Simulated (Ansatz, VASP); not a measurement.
TiAl2: VASP beside Ansatz

The input INCAR:

```
PREC = Accurate ; ENCUT = 520
EDIFF = 1E-6 ; ISMEAR = 0
SIGMA = 0.15 ; LREAL = F
LASPH = T ; NELM = 100
ALGO = Fast ; ISIF = 2
LWAVE = F ; LCHARG = T
GGA = PS ; LELF = T
LVHAR = T ; NBANDS = 27
```

File KPOINTS:

```
regular mesh
0
Gamma
  14 14 12
```

POSCAR

```
TiAl2
1.0
    1.9503339404     -6.0262766716      0.0000000000
    1.9503339404      6.0262766716      0.0000000000
    0.0000000000      0.0000000000      3.7340794788
Ti Al
2 4
Direct
    0.6562199824      0.3437800176      0.0000000000
    0.3437800176      0.6562199824      0.0000000000
    0.0000000000      0.0000000000      0.0000000000
    0.8270962382      0.1729037618      0.5000000000
    0.1729037618      0.8270962382      0.5000000000
    0.5000000000      0.5000000000      0.5000000000
```

Input for Ansatz:

```yaml
crystal:
  lattice:
    - [1.9503339404, -6.0262766716, 0.0]
    - [1.9503339404, 6.0262766716, 0.0]
    - [0.0, 0.0, 3.7340794788]
  atoms:
    - { symbol: Ti, position: [0.6562199824, 0.3437800176, 0.0] }
    - { symbol: Ti, position: [0.3437800176, 0.6562199824, 0.0] }
    - { symbol: Al, position: [0.0, 0.0, 0.0] }
    - { symbol: Al, position: [0.8270962382, 0.1729037618, 0.5] }
    - { symbol: Al, position: [0.1729037618, 0.8270962382, 0.5] }
    - { symbol: Al, position: [0.5, 0.5, 0.5] }
basis:
  ecutwfc: 420
kpoints:
  mp_grid: { grid: [14, 14, 12] }
hamiltonian:
  xc: pbesol
scf:
  occupations: { method: gaussian, width: 0.15 }
output:
  forces: true
  stress: true
  eigenvalues: true
  write_density: true
  write_potential: true
  elf: true
  volumetric_format: npy
```

Change from the starting cell: strain -0.0600 x Voigt [0, 0, 1, 0, 0, 0], atoms carried along.

Alike in both runs: task single point; functional PBEsol; k mesh 14 × 14 × 12; occupations gaussian, width 0.15 eV; no spin polarisation.

```csv
,VASP,Ansatz
version,VASP 6.6.1,Ansatz 0.2.0
potentials or method,"VASP PAW PBE potentials, release 64 (Ti_sv, Al), cutoff 520 eV","scalar-relativistic, plane waves, PAW"
valence electrons in the cell,36,36
```

Ansatz gave:

* gap on the k mesh at the Fermi level (eV): none
* pressure (GPa): 8.0
* traceless stress, the component that is largest in VASP (GPa): 5.42
* rms of the force components (eV/Å): 0.027

**Question.** Which values does VASP return?

**Answer.** gap on the k mesh at the Fermi level (eV): none; pressure (GPa): 8.1; traceless stress, the component that is largest in VASP (GPa): 5.40; rms of the force components (eV/Å): 0.026.

VASP's potentials were made for PBE, not for PBEsol. Atom by atom the forces differ by 0.002 eV/Å (rms over components). A gap of «none» marks a metal or a gap that the smearing closes. The functional is the same, so the differences come from potentials, cutoffs and numerics.
